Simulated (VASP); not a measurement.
# GaAs: relaxation of the atoms with PBE

Crystal: GaAs.

```
Ga As
1.0
     0.00000    2.88229    2.88229
     2.88229    0.00000    2.88229
     2.88229    2.88229    0.00000
Ga As
1 1
Direct
  0.00000 0.00000 0.00000
  0.25000 0.25000 0.25000
```

This cell differs from its parent crystal: volume scaled by 1.06.

| Quantity | Value |
| --- | --- |
| Program | VASP 6.6.1 |
| Task | relaxation of the atoms |
| Functional | PBE |
| Potentials or basis | VASP PAW PBE potentials, release 64 (Ga_d, As) |
| Cutoff | 520 eV |
| k mesh | 13 × 13 × 13 |
| Occupations | fermi-dirac, width 0.02 eV |
| Spin | no spin polarisation |
| Dipole correction | no |
| Further INCAR settings | ALGO = Normal; EDIFF = 1e-06; IBRION = 2; EDIFFG = -0.02; NSW = 80 |

- Pressure after relaxing: -0.4 GPa
- Band gap on the k mesh: 0.09 eV, direct

Final structure:
```
CELL_PARAMETERS angstrom
0.00000 2.88229 2.88229
2.88229 0.00000 2.88229
2.88229 2.88229 0.00000
ATOMIC_POSITIONS crystal
Ga 0.00000 0.00000 0.00000
As 0.25000 0.25000 0.25000
```

Levels at points of the mesh, in eV from the valence-band top:
```
           k point  band 7  band 8  band 9  band 10  band 11  band 12
(0.00, 0.00, 0.00)    0.00    0.00    0.00     0.09     3.71     3.71
```

Wall time 52 s on 1 thread of Intel(R) Xeon(R) Platinum 8488C (Sapphire Rapids), with other jobs on the host, peak memory 0.21 GiB.

Caveat: the relaxation stopped at its first step, so nothing moved.
